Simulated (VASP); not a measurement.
Input of a VASP 6.6.1 run:

The input INCAR:

```
PREC = Accurate ; ENCUT = 520
EDIFF = 1E-6 ; ISMEAR = 0
SIGMA = 0.05 ; LREAL = False
LASPH = True ; NELM = 80
ALGO = Normal ; ISIF = 2
LWAVE = False ; LCHARG = False
GGA = CA ; NBANDS = 15
```

KPOINTS

```
Automatic mesh
0
Gamma
  6 6 6
```

The input POSCAR:

```
KBr
1.0
    0.0000000000      3.3418875000      3.2925000000
    3.3418875000      0.0000000000      3.2925000000
    3.3418875000      3.3418875000      0.0000000000
K Br
1 1
Direct
    0.0000000000      0.0000000000      0.0000000000
    0.5000000000      0.5000000000      0.5000000000
```

Potentials or basis: VASP PAW LDA potentials, release 64 (K_sv, Br).

The run is started by

```sh
$ cat potpaw_LDA.64/K_sv/POTCAR potpaw_LDA.64/Br/POTCAR > POTCAR
$ mpirun -np 1 vasp_std > vasp.out
```

(1) What does it give for the band gap on the k mesh?

(2) What does it give for the pressure?

## Answers

(1) 3.98 eV, direct.

(2) -1.8 GPa.

Caveat: the cell differs from its parent crystal (strain +0.015 along x and y, +0.000 along z).
